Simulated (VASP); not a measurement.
# WS2 in VASP: notebook

The runs below take WS2 through single point, with PBE.

Everything below comes from runs of VASP 6.6.1. Logs are shortened: lines on timing, memory, paths and dates and some standing lists are left out, and cuts for length are marked.

## Step 1: The cell of the first run

The cell holds a slab with vacuum, 3 atoms: a = 3.184 Å, b = 3.184 Å, c = 16.951 Å, α = 90.00°, β = 90.00°, γ = 120.00°.

## Step 2: Single point, PBE

INCAR reads:

```
SYSTEM = WS2
PREC = Accurate
ENCUT = 520
EDIFF = 1E-6
ISMEAR = 0
SIGMA = 0.05
LREAL = .False.
LASPH = .True.
NELM = 60
ALGO = Normal
ISIF = 2
LWAVE = .False.
LCHARG = .True.
GGA = PE
LELF = .True.
LVHAR = .True.
NBANDS = 20
```

KPOINTS reads:

```
regular mesh
0
Gamma
  12 12 2
  0 0 0
```

POSCAR reads:

```
WS2
1.0
    3.1835163552      0.0000000000      0.0000000000
   -1.5917581776      2.7570060369      0.0000000000
    0.0000000000      0.0000000000     16.9505778900
W S
1 2
Direct
    0.3333333300      0.6666666700      0.0000000000
    0.6666666700      0.3333333300      0.9079994900
    0.6666666700      0.3333333300      0.0920005100
```

Potentials or basis: VASP PAW PBE potentials, release 64 (W_sv, S).

Started as:

```
$ cat potpaw_PBE.64/W_sv/POTCAR potpaw_PBE.64/S/POTCAR > POTCAR
$ mpirun -np 1 vasp_std > vasp.out
```

OUTCAR:

```text
SYSTEM = WS2
   PREC = Accurate
   ENCUT = 520
   EDIFF = 1E-6
   ISMEAR = 0
   LREAL = .False.
   LASPH = .True.
   NELM = 60
   ISIF = 2
   GGA = PE

 ion  position               nearest neighbor table
   1  0.333  0.667  0.000-   2 2.41   3 2.41   2 2.41   3 2.41   2 2.41   3 2.41
   2  0.667  0.333  0.908-   1 2.41   1 2.41   1 2.41
   3  0.667  0.333  0.092-   1 2.41   1 2.41   1 2.41

  LATTYP: Found a hexagonal cell.
 ALAT       =     3.1835163552
 C/A-ratio  =     5.3244827413

  Lattice vectors:

 A1 = (   3.1835163552,   0.0000000000,   0.0000000000)
 A2 = (  -1.5917581776,   2.7570060369,   0.0000000000)
 A3 = (   0.0000000000,   0.0000000000,  16.9505778900)

Analysis of symmetry for initial positions (statically):
=====================================================================
 Subroutine PRICEL returns:
 Original cell was already a primitive cell.

 Routine SETGRP: Setting up the symmetry group for a
 hexagonal supercell.

 Subroutine GETGRP returns: Found 12 space group operations
 (whereof 12 operations were pure point group operations)
 out of a pool of 24 trial point group operations.

The static configuration has the point symmetry D_3h.

Analysis of symmetry for dynamics (positions and initial velocities):
=====================================================================
 Subroutine PRICEL returns:
 Original cell was already a primitive cell.

 Routine SETGRP: Setting up the symmetry group for a
 hexagonal supercell.

 Subroutine GETGRP returns: Found 12 space group operations
 (whereof 12 operations were pure point group operations)
 out of a pool of 24 trial point group operations.

The dynamic configuration has the point symmetry D_3h.

 Subroutine INISYM returns: Found 12 space group operations
 (whereof 12 operations are pure point group operations),
 and found     1 'primitive' translations

----------------------------------------------------------------------------------------

                                     Primitive cell

  volume of cell :     148.7748

  direct lattice vectors                    reciprocal lattice vectors
     3.183516355  0.000000000  0.000000000     0.314118066  0.181356150  0.000000000
    -1.591758178  2.757006037  0.000000000     0.000000000  0.362712300  0.000000000
     0.000000000  0.000000000 16.950577890     0.000000000  0.000000000  0.058995039

  length of vectors
     3.183516355  3.183516355 16.950577890     0.362712300  0.362712300  0.058995039

  position of ions in fractional coordinates (direct lattice)
     0.333333330  0.666666670  0.000000000
     0.666666670  0.333333330  0.907999490
     0.666666670  0.333333330  0.092000510

  ion indices of the primitive-cell ions
   primitive index   ion index
                 1           1
                 2           2
                 3           3

----------------------------------------------------------------------------------------

 KPOINTS: regular mesh

Automatic generation of k-mesh.
 Grid dimensions read from file:
 generate k-points for:   12   12    2

 Generating k-lattice:

  Cartesian coordinates                     Fractional coordinates (reciprocal lattice)
     0.026176505  0.015113012  0.000000000     0.083333333 -0.000000000  0.000000000
     0.000000000  0.030226025  0.000000000     0.000000000  0.083333333  0.000000000
     0.000000000  0.000000000  0.029497519     0.000000000  0.000000000  0.500000000

  Length of vectors
     0.030226025  0.030226025  0.029497519

  Shift w.r.t. Gamma in fractional coordinates (k-lattice)
     0.000000000  0.000000000  0.000000000

 Subroutine IBZKPT returns following result:
 ===========================================

 Found     38 irreducible k-points:

 Following reciprocal coordinates:
            Coordinates               Weight
  0.000000  0.000000  0.000000      1.000000
  0.083333  0.000000  0.000000      6.000000
  0.166667  0.000000  0.000000      6.000000
  0.250000  0.000000  0.000000      6.000000
  0.333333 -0.000000  0.000000      6.000000
  0.416667  0.000000  0.000000      6.000000
[... 16 lines left out ...]
  0.250000  0.000000  0.500000      6.000000
  0.333333 -0.000000  0.500000      6.000000
 [... further k-points ...]
   k-points           NKPTS =     38   k-points in BZ     NKDIM =     38   number of bands    NBANDS=     20
   number of dos      NEDOS =    301   number of ions     NIONS =      3
   total plane-waves  NPLWV =  72576
   dimension x,y,z NGX =    24 NGY =   24 NGZ =  126
   dimension x,y,z NGXF=    48 NGYF=   48 NGZF=  252
   ions per type =               1   2
   NGX,Y,Z   is equivalent  to a cutoff of  12.53, 12.53, 12.36 a.u.
   NGXF,Y,Z  is equivalent  to a cutoff of  25.07, 25.07, 24.72 a.u.
 SYSTEM =  WS2
   PREC   = accura    normal or accurate (medium, high low for compatibility)
   ISTART =      0    job   : 0-new  1-cont  2-samecut
   ICHARG =      2    charge: 1-file 2-atom 10-const
   ISPIN  =      1    spin polarized calculation?
   LNONCOLLINEAR =      F non collinear calculations
   LSORBIT =      F    spin-orbit coupling
   LASPH  =      T    aspherical Exc in radial PAW
   ENCUT  =  520.0 eV  38.22 Ry    6.18 a.u.   5.92  5.92 31.52*2*pi/ulx,y,z
   NELM   =     60;   NELMIN=  2; NELMDL= -5     # of ELM steps
   EDIFF  = 0.1E-05   stopping-criterion for ELM
   LREAL  =      F    real-space projection
   EDIFFG = 0.1E-04   stopping-criterion for IOM
   NSW    =      0    number of steps for IOM
   IBRION =     -1    ionic relax: 0-MD 1-quasi-New 2-CG
   NFREE  =      0    steps in history (QN), initial steepest desc. (CG)
   ISIF   =      2    stress and relaxation
   ISYM   =      2    0-nonsym 1-usesym 2-fastsym
   POTIM  = 0.5000    time-step for ionic-motion
   TEBEG  =    0.0;   TEEND  =   0.0 temperature during run
   PSTRESS=    0.0 pullay stress
   NELECT =      26.0000    total number of electrons
   NUPDOWN=      -1.0000    fix difference up-down
   EMIN   =  10.00;   EMAX   =-10.00  energy-range for DOS
   EFERMI =   0.00;   METHOD = LEGACY
   ISMEAR =     0;   SIGMA  =   0.05  broadening in eV -4-tet -1-fermi 0-gaus
   EFERMI_NEDOS =   21; number of points for ismear=-14 and -15
   IALGO  =     38    algorithm
   IMIX   =      4    mixing-type and parameters
     AMIX     =   0.40;   BMIX     =  1.00
     AMIX_MAG =   1.60;   BMIX_MAG =  1.00
  volume/ion in A,a.u.               =      49.59       334.66
  Fermi-wavevector in a.u.,A,eV,Ry     =   0.915285  1.729637 11.398226  0.837746
  Thomas-Fermi vector in A             =   2.040009
   LORBIT       =      0    0 simple, 1 ext, 2 COOP (PROOUT), +10 PAW based schemes
   GGA     = PE    functional components
   LHFCALC =     F    Hartree Fock is set to
   AEXX    =    0.0000 exact exchange contribution
   IVDW    =     0    specifies the selected vdW correction
   LEPSILON=     F    determine dielectric tensor
   LRPA    =     F    only Hartree local field effects (RPA)
 non-spin polarized calculation
 Gauss-broadening in eV      SIGMA  =   0.05
  energy-cutoff  :      520.00
  volume of cell :      148.77
 maximum number of plane-waves:      4032
 NGX is ok and might be reduce to    24
   NGX = 11   NGY = 11   NGZ = 63

 number of electron      25.9999999 magnetization

 Free energy of the ion-electron system (eV)
  ---------------------------------------------------
  ext. energy  EPLUGINS =         0.00000000
  ---------------------------------------------------
  free energy    TOTEN  =       -23.67113137 eV

  energy without entropy =      -23.67113137  energy(sigma->0) =      -23.67113137

 E-fermi :  -0.8076     XC(G=0):  -4.5415

 val. band max:       -1.2174650297   @ k =   0.3333   0.3333   0.5000
 cond. band min:       0.5803175448   @ k =   0.3333   0.3333   0.0000
 fundamental gap:      1.7977825745
 Fermi energy:        -0.8076016218

 k-point     1 :       0.0000    0.0000    0.0000
  band No.  band energies     occupation
      1     -75.2302      2.00000
      2     -39.4671      2.00000
      3     -39.3221      2.00000
      4     -39.3221      2.00000
      5     -15.9880      2.00000
      6     -14.3224      2.00000
[... 12 lines left out ...]
     19       4.2544      0.00000
     20       4.3476      0.00000

 k-point     2 :       0.0833    0.0000    0.0000
  band No.  band energies     occupation
      1     -75.2291      2.00000
      2     -39.4630      2.00000
      3     -39.3448      2.00000
      4     -39.3274      2.00000
      5     -15.8736      2.00000
      6     -14.2814      2.00000
[... 12 lines left out ...]
     19       4.3918      0.00000
     20       4.7292      0.00000

 k-point     3 :       0.1667    0.0000    0.0000
  band No.  band energies     occupation
      1     -75.2260      2.00000
      2     -39.4518      2.00000
      3     -39.4066      2.00000
      4     -39.3418      2.00000
      5     -15.5478      2.00000
      6     -14.1651      2.00000
[... 12 lines left out ...]
     19       4.7865      0.00000
     20       5.6050      0.00000

 k-point     4 :       0.2500    0.0000    0.0000
  band No.  band energies     occupation
      1     -75.2219      2.00000
      2     -39.4899      2.00000
      3     -39.4365      2.00000
      4     -39.3614      2.00000
      5     -15.0641      2.00000
      6     -13.9943      2.00000
[... 12 lines left out ...]
     19       5.3873      0.00000
     20       6.1506      0.00000

 k-point     5 :       0.3333   -0.0000    0.0000
  band No.  band energies     occupation
      1     -75.2177      2.00000
      2     -39.5721      2.00000
      3     -39.4211      2.00000
      4     -39.3810      2.00000
      5     -14.5179      2.00000
      6     -13.8068      2.00000
[... 12 lines left out ...]
     19       6.0295      0.00000
     20       6.0584      0.00000
[... 353 lines left out ...]
      6     -14.2814      2.00000
[... 12 lines left out ...]
     19       4.1820      0.00000
     20       4.8890      0.00000

 k-point    22 :       0.1667    0.0000    0.5000
  band No.  band energies     occupation
      1     -75.2260      2.00000
      2     -39.4518      2.00000
      3     -39.4066      2.00000
      4     -39.3418      2.00000
      5     -15.5478      2.00000
      6     -14.1651      2.00000
[... 12 lines left out ...]
     19       4.6502      0.00000
     20       5.9845      0.00000

 k-point    23 :       0.2500    0.0000    0.5000
  band No.  band energies     occupation
      1     -75.2219      2.00000
      2     -39.4899      2.00000
      3     -39.4365      2.00000
      4     -39.3614      2.00000
      5     -15.0641      2.00000
      6     -13.9943      2.00000
[... 12 lines left out ...]
     19       5.2173      0.00000
     20       6.5478      0.00000

 k-point    24 :       0.3333   -0.0000    0.5000
  band No.  band energies     occupation
      1     -75.2177      2.00000
      2     -39.5721      2.00000
      3     -39.4211      2.00000
      4     -39.3810      2.00000
      5     -14.5179      2.00000
      6     -13.8068      2.00000
[... 12 lines left out ...]
     19       5.9499      0.00000
     20       6.1293      0.00000

 [... further k-points ...]
[... 5 lines left out ...]
  --------------------------------------------------------------------------------------
  -------------------------------------------------------------------------------------
  Total        0.4023818      0.4023818      0.7926025      0.0000000     -0.0000000      0.0000000
  in kB        4.3333084      4.3333084      8.5356517      0.0000000     -0.0000000      0.0000000
  external PRESSURE =       5.7340895 kB  Pullay stress =       0.0000000 kB

 VOLUME and BASIS-vectors are now :
 -----------------------------------------------------------------------------
  energy-cutoff  :      520.00
  volume of cell :      148.77
      direct lattice vectors                 reciprocal lattice vectors
     3.183516355  0.000000000  0.000000000     0.314118066  0.181356150  0.000000000
    -1.591758178  2.757006037  0.000000000     0.000000000  0.362712300  0.000000000
     0.000000000  0.000000000 16.950577890     0.000000000  0.000000000  0.058995039

 POSITION                                       TOTAL-FORCE (eV/Angst)
 -----------------------------------------------------------------------------------
     -0.00000      1.83800      0.00000        -0.000000      0.000000      0.000000
      1.59176      0.91900     15.39112         0.000000     -0.000000     -0.263401
      1.59176      0.91900      1.55946         0.000000     -0.000000      0.263401
 -----------------------------------------------------------------------------------
    total drift:                                0.000002     -0.000001     -0.000000

  FREE ENERGIE OF THE ION-ELECTRON SYSTEM (eV)
  ---------------------------------------------------
  free  energy   TOTEN  =       -23.6711313725 eV

  energy  without entropy=      -23.6711313725  energy(sigma->0) =      -23.67113137
```

Wall time 2.6 min (1 thread of Intel Xeon Platinum 8124M at 3.00GHz (Skylake/Cascade Lake), shared host); peak memory 0.3 GiB.

What came out:

* Free energy: -23.6711 eV
* Largest force: 0.263 eV/Å
* Band gap on the k mesh: 1.80 eV, direct

Forces on the atoms (eV/Å):
```
W    0.000  0.000  0.000
S    0.000  0.000 -0.263
S    0.000  0.000  0.263
```

Levels at points of the mesh, in eV from the valence-band top:
```tsv
k point	band 10	band 11	band 12	band 13	band 14	band 15	band 16	band 17
(0.00, 0.00, 0.00)	-2.08	-1.65	-1.65	0.00	2.90	2.90	3.08	3.08
(0.50, 0.00, 0.00)	-3.44	-2.11	-1.30	-0.92	2.85	3.31	4.09	4.77
(0.00, 0.00, 0.50)	-2.08	-1.65	-1.65	0.00	2.90	2.90	3.08	3.08
(0.50, 0.00, 0.50)	-3.44	-2.11	-1.30	-0.92	2.85	3.31	4.09	4.77
```

Caveat: spin-orbit coupling is left out, which moves the levels of the heavy elements.

## Step 3: Single point, PBE

INCAR reads:

```
SYSTEM = WS2
ALGO = Normal
EDIFF = 1E-7
ENCUT = 520
GGA = PE
ISIF = 2
ISMEAR = 0
LASPH = .True.
LCHARG = .True.
LELF = .True.
LREAL = .False.
LVHAR = .True.
LWAVE = .False.
NBANDS = 20
NELM = 100
PREC = Accurate
SIGMA = 0.05
```

KPOINTS reads:

```
k-points
0
Gamma
  12 12 2
  0 0 0
```

POSCAR: that of step 2 with these lines changed.

```diff
@@ -10,2 +10,2 @@
     0.6666666700      0.3333333300      0.9079994900
-    0.6666666700      0.3333333300      0.0920005100
+    0.6666666700      0.3333333300      0.1008497658
```

Potentials or basis: VASP PAW PBE potentials, release 64 (W_sv, S).

Started as:

```
$ cat potpaw_PBE.64/W_sv/POTCAR potpaw_PBE.64/S/POTCAR > POTCAR
$ mpirun -np 1 vasp_std > vasp.out
```

Run time: 2.7 min. Hardware: 1 thread of Intel Xeon Platinum 8124M at 3.00GHz (Skylake/Cascade Lake), shared host; peak memory 0.3 GiB.

Results (log left out):

```
Free energy            : -23.5266 eV
Largest force          : 2.063 eV/Å
Band gap on the k mesh : 1.74 eV, indirect (least direct gap 1.97 eV)
```

Forces on the atoms (eV/Å):
```
W    0.000  0.000  2.063
S    0.000  0.000 -0.015
S    0.000  0.000 -2.048
```

Levels at points of the mesh, in eV from the valence-band top:
| k point | band 11 | band 12 | band 13 | band 14 | band 15 | band 16 |
| --- | --- | --- | --- | --- | --- | --- |
| (0.00, 0.00, 0.00) | -1.27 | -1.27 | -0.23 | 2.61 | 2.61 | 3.07 |
| (0.50, 0.00, 0.00) | -2.29 | -1.05 | -0.94 | 2.88 | 3.15 | 3.84 |
| (0.00, 0.00, 0.50) | -1.27 | -1.27 | -0.23 | 2.61 | 2.61 | 3.07 |
| (0.50, 0.00, 0.50) | -2.29 | -1.05 | -0.94 | 2.88 | 3.15 | 3.84 |

Caveat: spin-orbit coupling is left out, which moves the levels of the heavy elements.

[end of part 1 of 2]
